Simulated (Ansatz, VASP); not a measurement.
Ge: VASP beside Ansatz

```xyz
2
Lattice="0.0000 2.8108 2.8108 2.8108 0.0000 2.8108 2.8108 2.8108 0.0000" Properties=species:S:1:pos:R:3 pbc="T T T"
Ge    0.0000    0.0000    0.0000
Ge    1.4054    1.4054    1.4054
```

Alike in both runs: functional LDA; k mesh 12 × 12 × 12; occupations gaussian, width 0.1 eV; no spin polarisation.

Ansatz relaxed the structure, and its values are those at the end. VASP's run is a single point on that final structure, the one shown.

```csv
,VASP,Ansatz
version,VASP 6.6.1,Ansatz 0.2.0
potentials or method,"VASP PAW LDA potentials, release 64 (Ge_d), cutoff 500 eV","scalar-relativistic, plane waves, PAW"
valence electrons in the cell,28,28
```

Ansatz gave:

- pressure (GPa): 0.0

What did VASP give for the same quantities?

Pressure (GPa): 0.2.

Ansatz warns that its potentials were made for another functional, while VASP's fit it. LDA's correlation is that of Perdew and Zunger in VASP and of Perdew and Wang (1992) in Ansatz.
